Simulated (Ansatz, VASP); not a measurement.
**Two plane-wave programs on HfB**

The input POSCAR:

```
HfB
1.0
    0.0000000000      2.3403982228      2.3403982228
    2.3403982228      0.0000000000      2.3403982228
    2.3403982228      2.3403982228      0.0000000000
Hf B
1 1
Direct
    0.5000000000      0.5000000000      0.5000000000
    0.0000000000      0.0000000000      0.0000000000
```

The input INCAR.step1:

```
SYSTEM = HfB
PREC = Accurate
ENCUT = 520
EDIFF = 1E-5
ISMEAR = -1
SIGMA = 0.05
LREAL = .FALSE.
LASPH = .TRUE.
NELM = 100
ALGO = Normal
ISIF = 2
LWAVE = .TRUE.
LCHARG = .FALSE.
GGA = PE
NBANDS = 14
```

The input INCAR.step2:

```
SYSTEM = HfB
PREC = Accurate
ENCUT = 520
EDIFF = 1E-6
ISMEAR = -1
SIGMA = 0.05
LREAL = .FALSE.
LASPH = .TRUE.
NELM = 100
ALGO = Normal
ISIF = 2
LWAVE = .FALSE.
LCHARG = .FALSE.
GGA = PE
LHFCALC = .TRUE.
HFSCREEN = 0.2079
PRECFOCK = Normal
ISTART = 1
NBANDS = 14
```

File KPOINTS:

```
regular mesh
0
G
  6 6 6
  0 0 0
```

File input:

```
crystal:
  lattice:
    - [0.0, 2.3403982228, 2.3403982228]
    - [2.3403982228, 0.0, 2.3403982228]
    - [2.3403982228, 2.3403982228, 0.0]
  atoms:
    - { symbol: Hf, position: [0.5, 0.5, 0.5] }
    - { symbol: B, position: [0.0, 0.0, 0.0] }
hamiltonian:
  xc: hse06
  pseudopotentials: { kind: paw }
kpoints:
  mp_grid: { grid: [6, 6, 6] }
scf:
  occupations: { method: fermi_dirac, width: 0.05 }
output:
  forces: true
  stress: true
  eigenvalues: true
  write_density: true
  write_potential: true
  elf: true
  volumetric_format: npy
```

Alike in both runs: task single point; functional HSE06; k mesh 6 × 6 × 6; occupations fermi-dirac, width 0.05 eV; no spin polarisation.

|  | VASP | Ansatz |
| --- | --- | --- |
| version | VASP 6.6.1 | Ansatz 0.2.0 |
| potentials or method | VASP PAW PBE potentials, release 64 (Hf_pv, B) | Ansatz PAW |
| plane-wave cutoff (eV) | 520 | 420 |
| valence electrons in the cell | 13 | 29 |

Ansatz gave:

| Property | Result |
| --- | --- |
| gap on the k mesh at the Fermi level (eV) | none |
| pressure (GPa) | 19.7 |

What did VASP give for the same quantities?

gap on the k mesh at the Fermi level (eV): none; pressure (GPa): 18.0.

A gap of «none» marks a metal or a gap that the smearing closes. With one functional, cell and mesh, what is left measures potentials, basis and numerics. VASP's potentials hold 13 valence electrons a cell and Ansatz's 29, so a difference there can come from the potentials and not from the codes.

The k mesh is coarse, so the values compare programs but aren't converged. Neither program's run includes spin-orbit coupling.
